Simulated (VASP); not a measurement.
Input of a VASP 6.6.1 run:

File INCAR:

```
PREC = Accurate
ENCUT = 520
EDIFF = 1E-6
ISMEAR = 0
SIGMA = 0.01
LREAL = False
LASPH = True
NELM = 150
ALGO = Normal
ISIF = 2
LWAVE = False
LCHARG = True
ISPIN = 2
MAGMOM = 2
LORBIT = 11
LMAXMIX = 4
GGA = PS
LELF = True
LVHAR = True
NBANDS = 15
```

Contents of KPOINTS:

```
Automatic mesh
0
Gamma
  14 14 14
```

Contents of POSCAR:

```
Ni
1.0
   -1.3650187886      1.3650187886      1.3650187886
    1.3650187886     -1.3650187886      1.3650187886
    1.3650187886      1.3650187886     -1.3650187886
Ni
1
Direct
    0.0000000000      0.0000000000      0.0000000000
```

Potentials or basis: VASP PAW PBE potentials, release 64 (Ni).

The run is started by

```bash
$ cat potpaw_PBE.64/Ni/POTCAR > POTCAR
$ mpirun -np 1 vasp_std > vasp.out
```

Question: Predict the net moment.

Answer: 0.51 μB per cell.

Question: Predict the pressure.

Answer: 6.4 GPa.

Caveat: the cell stands under pressure; the PAW data sets were made with another functional, which shifts forces and pressure a little.
